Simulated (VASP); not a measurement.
Write the native input for VASP 6.6.1 that does the following.

* Task: single point
* Functional: LDA
* Potentials or basis: VASP PAW LDA potentials, release 64 (In_d, F)
* Cutoff: 520 eV
* k mesh: 6 × 6 × 6
* Occupations: gaussian, width 0.02 eV
* Spin: no spin polarisation
* Dipole correction: no
* Further INCAR settings: ALGO = Normal; EDIFF = 1e-06; NBANDS = 44

The structure of InF3 lies in POSCAR:

```
InF3
1.0
    2.5446289901      1.4691422324      4.8476815253
   -2.5446289901      1.4691422324      4.8476815253
    0.0000000000     -2.9382844648      4.8476815253
In F
2 6
Direct
    0.0000000000      0.0000000000      0.0000000000
    0.5000000000      0.5000000000      0.5000000000
    0.9037364996      0.5962635004      0.2500000000
    0.2500000000      0.9037364996      0.5962635004
    0.5962635004      0.2500000000      0.9037364996
    0.0962635004      0.4037364996      0.7500000000
    0.7500000000      0.0962635004      0.4037364996
    0.4037364996      0.7500000000      0.0962635004
```

These files were run (other wordings do the same):

INCAR

```
SYSTEM = InF3
PREC = Accurate
ENCUT = 520
EDIFF = 1E-6
ISMEAR = 0
SIGMA = 0.02
LREAL = .False.
LASPH = .True.
NELM = 100
ALGO = Normal
ISIF = 2
LWAVE = .False.
LCHARG = .False.
NBANDS = 44
```

KPOINTS

```
Automatic mesh
0
Gamma
  6 6 6
  0 0 0
```

Potentials or basis: VASP PAW LDA potentials, release 64 (In_d, F).

The run is started by

```bash
$ cat potpaw_LDA.64/In_d/POTCAR potpaw_LDA.64/F/POTCAR > POTCAR
$ mpirun -np 1 vasp_std > vasp.out
```

Results of the run:

```
Pressure               : 0.6 GPa
Largest force          : 0.048 eV/Å
Band gap on the k mesh : 4.26 eV, indirect (least direct gap 4.27 eV)
```

Caveat: spin-orbit coupling is left out, which moves the levels of the heavy elements.

Run time: 3.4 min on 1 thread of Intel Xeon 6975P-C, on a shared host, peak memory 0.28 GiB.
